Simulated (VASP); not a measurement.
Input of a VASP 6.6.1 run:

File INCAR:

```
PREC = Accurate ; ENCUT = 520
EDIFF = 1E-6 ; ISMEAR = 1
SIGMA = 0.01 ; LREAL = False
LASPH = True ; NELM = 100
ALGO = Normal ; ISIF = 2
LWAVE = False ; LCHARG = False
GGA = CA ; NBANDS = 19
```

The input KPOINTS:

```
Automatic mesh
0
Gamma
  4 4 4
```

Contents of POSCAR:

```
Li3ClO
1.0
    3.7708346748      0.0000000000      0.0000000000
    0.0000000000      3.7708346748      0.0000000000
    0.0000000000      0.0000000000      3.7708346748
Cl O Li
1 1 3
Direct
    0.0000000000      0.0000000000      0.0000000000
    0.5000000000      0.5000000000      0.5000000000
    0.5000000000      0.5000000000      0.0000000000
    0.0000000000      0.5000000000      0.5000000000
    0.5000000000      0.0000000000      0.5000000000
```

Potentials or basis: VASP PAW LDA potentials, release 64 (Cl, O, Li_sv).

The run is started by

```sh
$ cat potpaw_LDA.64/Cl/POTCAR potpaw_LDA.64/O/POTCAR potpaw_LDA.64/Li_sv/POTCAR > POTCAR
$ mpirun -np 1 vasp_std > vasp.out
```

**Question.** Estimate the band gap on the k mesh.

**Answer.** 4.69 eV, direct.

 LDA gaps usually lie below the measured ones, often by a third to a half.
